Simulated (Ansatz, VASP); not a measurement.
**Two plane-wave programs on Al**

```
CELL_PARAMETERS angstrom
-1.22509 1.61296 1.61296
1.61296 -1.22509 1.61296
1.61296 1.61296 -1.22509
ATOMIC_POSITIONS crystal
Al 0.00000 0.00000 0.00000
```

Alike in both runs: task single point; functional PBE; k mesh 24 × 24 × 24; occupations gaussian, width 0.15 eV; no spin polarisation.

|  | VASP | Ansatz |
| --- | --- | --- |
| version | VASP 6.6.1 | Ansatz 0.2.0 |
| potentials or method | VASP PAW PBE potentials, release 64 (Al), cutoff 520 eV | scalar-relativistic, plane waves, PAW |
| valence electrons in the cell | 3 | 3 |

|  | VASP | Ansatz | Ansatz less VASP |
| --- | --- | --- | --- |
| gap on the k mesh at the Fermi level (eV) | none | none | - |
| pressure (GPa) | 13.2 | 13.2 | 0.00 |
| traceless stress, the component that is largest in VASP (GPa) | -4.94 | -4.95 | -0.009 |

A gap of «none» marks a metal or a gap that the smearing closes. The functional is the same, so the differences come from potentials, cutoffs and numerics.
